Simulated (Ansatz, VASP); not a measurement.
**Zr3O in VASP and in Ansatz**

File INCAR:

```
PREC = Accurate
ENCUT = 520
EDIFF = 1E-7
ISMEAR = 0
SIGMA = 0.15
LREAL = F
LASPH = T
NELM = 60
ALGO = Normal
ISIF = 2
LWAVE = F
LCHARG = F
GGA = PS
NBANDS = 52
```

The input KPOINTS:

```
regular mesh
0
Gamma
  9 9 8
```

POSCAR

```
Zr3O
1.0
    5.3613299101      0.0000000000      0.0000000000
   -2.6806649551      4.6430479003      0.0000000000
    0.0000000000      0.0000000000      5.5934754953
Zr O
6 2
Direct
    0.3193262124      0.0000000000      0.0000000000
    0.3193262124      0.3193262124      0.5000000000
    0.0000000000      0.3193262124      0.0000000000
    0.6806737876      0.0000000000      0.5000000000
    0.6806737876      0.6806737876      0.0000000000
    0.0000000000      0.6806737876      0.5000000000
    0.3333333333      0.6666666667      0.2500000000
    0.6666666667      0.3333333333      0.7500000000
```

Input for Ansatz:

```yaml
crystal:
  lattice:
    - [5.3613299101, 0.0, 0.0]
    - [-2.6806649551, 4.6430479003, 0.0]
    - [0.0, 0.0, 5.5934754953]
  atoms:
    - { symbol: Zr, position: [0.3193262124, 0.0, 0.0] }
    - { symbol: Zr, position: [0.3193262124, 0.3193262124, 0.5] }
    - { symbol: Zr, position: [0.0, 0.3193262124, 0.0] }
    - { symbol: Zr, position: [0.6806737876, 0.0, 0.5] }
    - { symbol: Zr, position: [0.6806737876, 0.6806737876, 0.0] }
    - { symbol: Zr, position: [0.0, 0.6806737876, 0.5] }
    - { symbol: O, position: [0.3333333333, 0.6666666667, 0.25] }
    - { symbol: O, position: [0.6666666667, 0.3333333333, 0.75] }
basis:
  ecutwfc: 520.0
kpoints:
  mp_grid: { grid: [9, 9, 8] }
hamiltonian:
  xc: pbesol
  pseudopotentials: { kind: paw, azcp: { folder: soft_1 } }
scf:
  occupations: { method: gaussian, width: 0.15 }
output:
  forces: true
  stress: true
  eigenvalues: true
```

Alike in both runs: task single point; functional PBEsol; k mesh 9 × 9 × 8; occupations gaussian, width 0.15 eV; no spin polarisation.

|  | VASP | Ansatz |
| --- | --- | --- |
| version | VASP 6.6.1 | Ansatz 0.2.0 |
| potentials or method | VASP PAW PBE potentials, release 64 (Zr_sv, O), cutoff 520 eV | scalar-relativistic, plane waves, PAW |
| valence electrons in the cell | 84 | 84 |

Ansatz gave:

| Quantity | Value |
| --- | --- |
| gap on the k mesh at the Fermi level (eV) | none |
| pressure (GPa) | -1.2 |
| traceless stress, the component that is largest in VASP (GPa) | -8.59 |
| rms of the force components (eV/Å) | 0.887 |

Q: What did VASP give for the same quantities?

A: gap on the k mesh at the Fermi level (eV): none; pressure (GPa): -1.1; traceless stress, the component that is largest in VASP (GPa): -8.60; rms of the force components (eV/Å): 0.885.

VASP's potentials were made for PBE, not for PBEsol, and Ansatz warns of the same on its side. Atom by atom the forces differ by 0.002 eV/Å (rms over components). A gap of «none» marks a metal or a gap that the smearing closes.
